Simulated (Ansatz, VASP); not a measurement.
TaN: VASP beside Ansatz

```
Ta N
1.0
    -0.08842    2.16342    2.16342
     2.16342   -0.08842    2.16342
     2.16342    2.16342   -0.08842
Ta N
1 1
Direct
  0.50000 0.50000 0.50000
  0.00000 0.00000 0.00000
```

Alike in both runs: task single point; functional PBEsol; k mesh 20 × 20 × 20; occupations gaussian, width 0.15 eV; no spin polarisation.

|  | VASP | Ansatz |
| --- | --- | --- |
| version | VASP 6.6.1 | Ansatz 0.2.0 |
| potentials or method | VASP PAW PBE potentials, release 64 (Ta_sv_GW, N), cutoff 700 eV | scalar-relativistic, plane waves, PAW |
| valence electrons in the cell | 18 | 18 |

|  | VASP | Ansatz | Ansatz less VASP |
| --- | --- | --- | --- |
| gap on the k mesh at the Fermi level (eV) | none | none | - |
| pressure (GPa) | -8.6 | -8.7 | -0.17 |
| traceless stress, the component that is largest in VASP (GPa) | 2.94 | 2.96 | +0.025 |

VASP's potentials were made for PBE, not for PBEsol, and Ansatz warns of the same on its side. A gap of «none» marks a metal or a gap that the smearing closes.

Neither program's run includes spin-orbit coupling.
